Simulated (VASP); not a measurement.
# InO (P6/mmm) in VASP: a series of runs, part 2 of 2

VASP 6.6.1. Earlier steps stand in the parts before.

## Step 4: Single point, PBE

This run uses another cell than the first one, of 25.15 Å³/atom.

File INCAR:

```
PREC = Accurate
ENCUT = 520
EDIFF = 1E-6
ISMEAR = 0
SIGMA = 0.1
LREAL = F
LASPH = T
NELM = 100
ALGO = Normal
ISIF = 2
LWAVE = F
LCHARG = F
GGA = PE
NBANDS = 38
```

File KPOINTS:

```
regular mesh
0
Gamma
  6 6 4
```

File POSCAR:

```
InO
1.0
    7.2523154182     -0.0000000038      0.0000000000
   -3.6261577058      6.2806893904      0.0000000000
    0.0000000000      0.0000000000      3.3127826893
In O
3 3
Direct
    0.5000000000      0.0000000000      0.0000000000
    0.0000000000      0.5000000000      0.0000000000
    0.5000000000      0.5000000000      0.0000000000
    0.3333333333      0.6666666667      0.0000000000
    0.6666666667      0.3333333333      0.0000000000
    0.0000000000      0.0000000000      0.0000000000
```

Run with:

```bash
cat potpaw_PBE.64/In_d/POTCAR potpaw_PBE.64/O/POTCAR > POTCAR
mpirun -np 1 vasp_std > vasp.out
```

Wall time 76 s (1 thread of Intel Xeon 6975P-C (Granite Rapids), shared host); peak memory 0.31 GiB.

It converged, with:

```yaml
Free_energy: -21.9662 eV
Pressure: 0.4 GPa
Band_gap_on_the_k_mesh: zero (an odd number of electrons rules out a gap without spin polarisation)
```

Stress tensor (GPa, compression positive):
```
0.52 0.00 0.00
0.00 0.52 0.00
0.00 0.00 0.04
```

Levels at points of the mesh, in eV from the Fermi level:
```
           k point  band 24  band 25  band 26  band 27  band 28  band 29  band 30  band 31  band 32  band 33
(0.00, 0.00, 0.00)    -3.14    -2.66    -0.97    -0.97     0.19     0.19     0.33     1.87     1.87     3.14
(0.50, 0.00, 0.00)    -2.83    -2.77    -1.57    -0.78    -0.24     0.09     0.33     0.84     2.35     2.74
(0.00, 0.00, 0.50)    -3.77    -1.44    -0.80    -0.42    -0.42    -0.02    -0.02     0.80     2.30     2.30
(0.50, 0.00, 0.50)    -4.25    -0.90    -0.81    -0.35    -0.06     0.36     0.47     0.51     0.74     2.29
```

Caveat: the k points lie up to 0.47 Å⁻¹ apart, too coarse for converged energies and pressures of a metal; spin-orbit coupling is left out, which moves the levels of the heavy elements; an odd number of electrons without spin polarisation forces a metal; a magnetic or distorted state may lie lower.

## Step 5: Single point, PBE

File INCAR:

```
SYSTEM = InO
  PREC = Accurate
  ENCUT = 520
  EDIFF = 1E-7
  ISMEAR = 0
  SIGMA = 0.1
  LREAL = .False.
  LASPH = .True.
  NELM = 60
  ALGO = Normal
  ISIF = 2
  LWAVE = .False.
  LCHARG = .True.
  GGA = PE
  LELF = .True.
  LVHAR = .True.
  NBANDS = 38
```

File KPOINTS:

```
regular mesh
0
Gamma
  6 6 4
  0 0 0
```

File POSCAR:

```
InO
1.0
    5.4977100500      0.0000000000      0.0000000000
   -2.7488550200      4.7611565600      0.0000000000
    0.0000000000      0.0000000000      4.3430252800
In O
3 3
Direct
    0.5000000000      0.0000000000      0.0000000000
    0.0000000000      0.5000000000      0.0000000000
    0.5000000000      0.5000000000      0.0000000000
    0.3333333300      0.6666666700      0.0000000000
    0.6666666700      0.3333333300      0.0000000000
    0.0000000000      0.0000000000      0.0000000000
```

Potentials or basis: VASP PAW PBE potentials, release 64 (In_d, O).

Run with:

```bash
cat potpaw_PBE.64/In_d/POTCAR potpaw_PBE.64/O/POTCAR > POTCAR
mpirun -np 1 vasp_std > vasp.out
```

OUTCAR:

```text
SYSTEM = InO
   PREC = Accurate
   ENCUT = 520
   EDIFF = 1E-7
   ISMEAR = 0
   LREAL = .False.
   LASPH = .True.
   NELM = 60
   ISIF = 2
   GGA = PE

 ion  position               nearest neighbor table
   1  0.500  0.000  0.000-   4 1.59   5 1.59   3 2.75   3 2.75   2 2.75   2 2.75   6 2.75   6 2.75

   2  0.000  0.500  0.000-   4 1.59   5 1.59   6 2.75   6 2.75   1 2.75   1 2.75   3 2.75   3 2.75

   3  0.500  0.500  0.000-   4 1.59   5 1.59   1 2.75   1 2.75   6 2.75   6 2.75   2 2.75   2 2.75

   4  0.333  0.667  0.000-   1 1.59   2 1.59   3 1.59
   5  0.667  0.333  0.000-   1 1.59   2 1.59   3 1.59
   6  0.000  0.000  0.000-   2 2.75   2 2.75   3 2.75   3 2.75   1 2.75   1 2.75

  LATTYP: Found a hexagonal cell.
 ALAT       =     5.4977100500
 C/A-ratio  =     0.7899698675

  Lattice vectors:

 A1 = (   5.4977100500,   0.0000000000,   0.0000000000)
 A2 = (  -2.7488550200,   4.7611565600,   0.0000000000)
 A3 = (   0.0000000000,   0.0000000000,   4.3430252800)

[... 178 lines left out ...]

 E-fermi :   6.9616     XC(G=0):  -9.3984

 val. band max:        6.8627192287   @ k =   0.3333   0.1667   0.0000
 cond. band min:       6.9986245349   @ k =   0.5000   0.0000   0.5000
 fundamental gap:      0.1359053062
 Fermi energy:         6.9615524361

 k-point     1 :       0.0000    0.0000    0.0000
  band No.  band energies     occupation
      1     -23.3258      2.00000
      2     -19.3682      2.00000
      3     -15.0620      2.00000
      4     -15.0620      2.00000
      5     -12.6696      2.00000
      6     -11.3500      2.00000
[... 850 lines left out ...]
     37      13.2497      0.00000
     38      13.4422      0.00000

------------------------ aborting loop because EDIFF is reached ----------------------------------------

  FORCE on cell =-STRESS in cart. coord.  units (eV):
  Direction    XX          YY          ZZ          XY          YZ          ZX
  --------------------------------------------------------------------------------------
  -------------------------------------------------------------------------------------
  Total      107.2072792    107.2072790     -3.3679318      0.0000001     -0.0000000      0.0000000
  in kB     1510.9434337   1510.9434299    -47.4665016      0.0000016     -0.0000000      0.0000000
  external PRESSURE =     991.4734540 kB  Pullay stress =       0.0000000 kB

 VOLUME and BASIS-vectors are now :
 -----------------------------------------------------------------------------
  energy-cutoff  :      520.00
  volume of cell :      113.68
      direct lattice vectors                 reciprocal lattice vectors
     5.497710050  0.000000000  0.000000000     0.181893914  0.105016500  0.000000000
    -2.748855020  4.761156560  0.000000000     0.000000000  0.210033001  0.000000000
     0.000000000  0.000000000  4.343025280     0.000000000  0.000000000  0.230254243

 POSITION                                       TOTAL-FORCE (eV/Angst)
 -----------------------------------------------------------------------------------
      2.74886      0.00000      0.00000         0.000000      0.000000      0.000000
     -1.37443      2.38058      0.00000         0.000000      0.000000      0.000000
      1.37443      2.38058      0.00000         0.000000      0.000000      0.000000
     -0.00000      3.17410      0.00000        -0.000000      0.000000      0.000000
      2.74886      1.58705      0.00000         0.000000      0.000000      0.000000
      0.00000      0.00000      0.00000         0.000000      0.000000      0.000000
 -----------------------------------------------------------------------------------
    total drift:                               -0.000000     -0.000000     -0.000000

  FREE ENERGIE OF THE ION-ELECTRON SYSTEM (eV)
  ---------------------------------------------------
  free  energy   TOTEN  =         0.9704506734 eV

  energy  without entropy=        0.9782635561  energy(sigma->0) =        0.97435711
```

Wall time 50 s (1 thread of Intel Xeon 6975P-C (Granite Rapids), shared host); peak memory 0.26 GiB.

Results:

```yaml
Free_energy: 0.9705 eV
Pressure: 99.1 GPa
Band_gap_on_the_k_mesh: zero (an odd number of electrons rules out a gap without spin polarisation)
```

Caveat: the k points lie up to 0.36 Å⁻¹ apart, too coarse for converged energies and pressures of a metal; spin-orbit coupling is left out, which moves the levels of the heavy elements; an odd number of electrons without spin polarisation forces a metal; a magnetic or distorted state may lie lower.

## Step 6: Relaxation of cell and atoms, PBE

File INCAR:

```
ALGO     = Normal         # electronic algorithm
EDIFF    = 1E-6           # SCF threshold, eV
EDIFFG   = -0.04          # ionic threshold
ENCUT    = 600            # plane-wave cutoff, eV
GGA      = PE             # functional
IBRION   = 2              # ionic algorithm
ISIF     = 3              # what is computed and relaxed
ISMEAR   = 0              # smearing method
LASPH    = T              # aspherical terms in the spheres
LCHARG   = F              # write CHGCAR
LREAL    = F              # projectors in reciprocal space
LWAVE    = F              # write WAVECAR
NELM     = 60             # most SCF steps
NSW      = 90             # ionic steps
PREC     = Accurate       # precision mode
SIGMA    = 0.1            # smearing width, eV
```

File KPOINTS:

```
k-points
0
Gamma
  6 6 4
```

POSCAR is that of step 5.

Potentials or basis: VASP PAW PBE potentials, release 64 (In_d, O).

Run with:

```bash
cat potpaw_PBE.64/In_d/POTCAR potpaw_PBE.64/O/POTCAR > POTCAR
mpirun -np 1 vasp_std > vasp.out
```

It took 17 min on 1 thread of Intel Xeon 6975P-C (Granite Rapids), shared host; peak memory 0.33 GiB.

Results (log left out):

* Free energy: -21.6521 eV
* Relaxed volume: 23.90 Å³/atom
* Relaxed cell: a = 7.141 Å, b = 7.141 Å, c = 3.248 Å, α = 90.00°, β = 90.00°, γ = 120.00°
* Space group after relaxing (to 0.1 Å): P6/mmm (No. 191)
* Pressure after relaxing: 0.1 GPa
* Band gap on the k mesh: zero (an odd number of electrons rules out a gap without spin polarisation)

Final structure:
```xyz
6
Lattice="7.1407 0.0000 0.0000 -3.5703 6.1840 0.0000 0.0000 0.0000 3.2478" Properties=species:S:1:pos:R:3 pbc="T T T"
In    3.5703    0.0000    0.0000
In   -1.7852    3.0920    0.0000
In    1.7852    3.0920    0.0000
O     0.0000    4.1227    0.0000
O     3.5703    2.0613    0.0000
O     0.0000    0.0000    0.0000
```

Levels at points of the mesh, in eV from the Fermi level:
```
           k point  band 26  band 27  band 28  band 29  band 30  band 31
(0.00, 0.00, 0.00)    -1.09    -1.09     0.29     0.29     0.31     1.89
(0.50, 0.00, 0.00)    -1.56    -0.88    -0.27     0.18     0.31     0.78
(0.00, 0.00, 0.50)    -0.93    -0.48    -0.48    -0.08    -0.08     0.77
(0.50, 0.00, 0.50)    -0.88    -0.40    -0.13     0.31     0.47     0.63
```

Caveat: the k points lie up to 0.48 Å⁻¹ apart in the final cell, too coarse for converged energies and pressures of a metal; the volume moved by over 15 % at a fixed basis, so the end points are rough; spin-orbit coupling is left out, which moves the levels of the heavy elements; an odd number of electrons without spin polarisation forces a metal; a magnetic or distorted state may lie lower.

## Step 7: Overview

```csv
task,spin,cell,k mesh,cutoff (eV),gap on the mesh (eV),pressure (GPa)
single point,"collinear, ferromagnetic start","a = 5.498, b = 5.498, c = 4.343 Å, angles 90.0, 90.0, 120.0°, 6 atoms",6 × 6 × 4,520,none,99.1
single point,off,"a = 7.265, b = 7.265, c = 3.322 Å, angles 90.0, 90.0, 120.0°, 6 atoms",3 × 3 × 6,520,none,0.2
single point,off,"a = 7.252, b = 7.252, c = 3.313 Å, angles 90.0, 90.0, 120.0°, 6 atoms",6 × 6 × 4,520,none,0.4
single point,off,"a = 5.498, b = 5.498, c = 4.343 Å, angles 90.0, 90.0, 120.0°, 6 atoms",6 × 6 × 4,520,none,99.1
relaxation of cell and atoms,off,"relaxed from a = 5.498, b = 5.498, c = 4.343 Å, angles 90.0, 90.0, 120.0°, 6 atoms",6 × 6 × 4,600,none,0.1
```

Alike in all rows: level PBE; potentials or basis VASP PAW PBE potentials, release 64 (In_d, O); smearing gaussian 0.1 eV.

Caveats: some runs use coarse meshes; spin-orbit coupling is left out, which moves the levels of the heavy elements; an odd number of electrons without spin polarisation forces a metal (at least some runs); a magnetic or distorted state may lie lower (at least some runs); the volume moved by over 15 % at a fixed basis, so the end points are rough (at least some runs).

Total energies depend on the potentials used, so only differences within one code and one set of settings carry meaning.
